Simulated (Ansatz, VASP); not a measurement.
One calculation of Ge, two programs

```xyz
2
Lattice="0.0000 2.8288 2.7722 2.8288 0.0000 2.7722 2.8288 2.8288 0.0000" Properties=species:S:1:pos:R:3 pbc="T T T"
Ge    2.8288    2.8288    2.7722
Ge    4.2432    4.2432    4.1583
```

Change from the starting cell: zz strain of -2 %, PAW files.

Alike in both runs: task electric field gradients; functional LDA; k mesh 10 × 10 × 10; occupations fermi-dirac, width 0.05 eV; no spin polarisation.

```csv
,VASP,Ansatz
version,VASP 6.6.1,Ansatz 0.2.0
potentials or method,"VASP PAW LDA potentials, release 64 (Ge_d)","PAW with Ansatz's default frozen-core files, scalar-relativistic"
plane-wave cutoff (eV),520,420
valence electrons in the cell,28,28
```

```tsv
	VASP	Ansatz	Ansatz less VASP
pressure (GPa)	0.2	0.1	-0.11
traceless stress, the component that is largest in VASP (GPa)	0.96	0.96	-0.005
size of Vzz on the site where it differs most (V/Å²)	1.0	1.3	+0.32
```

LDA's correlation is that of Perdew and Zunger in VASP and of Perdew and Wang (1992) in Ansatz.
